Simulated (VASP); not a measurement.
SnTe (rocksalt type):

```
Sn Te
1.0
     0.00000    2.70885    2.70885
     2.70885    0.00000    2.70885
     2.70885    2.70885    0.00000
Sn Te
1 1
Direct
  0.00000 0.00000 0.00000
  0.50000 0.50000 0.50000
```

Base run:

```yaml
Program: VASP 6.6.1
Functional: PBEsol
Dispersion: D3(BJ)
Potentials_or_basis: VASP PAW PBE potentials, release 64 (Sn_d, Te)
Cutoff: 520 eV
k_mesh: 11 × 11 × 11
Occupations: tetrahedron
Spin: no spin polarisation
```

Its results: pressure 51.8 GPa.

**Question.** The run is repeated on the same cell with these changes: dispersion from D3(BJ) to none; occupations from tetrahedron to fermi-dirac, width 0.08 eV. What comes out?

**Answer.** Pressure 56.6 GPa.

Caveats: the PAW data sets were made with another functional, which shifts forces and pressure a little; pairwise dispersion overbinds metals, which lowers pressure and volume (some runs); tetrahedron occupations give inexact forces and stress in metals (some runs).
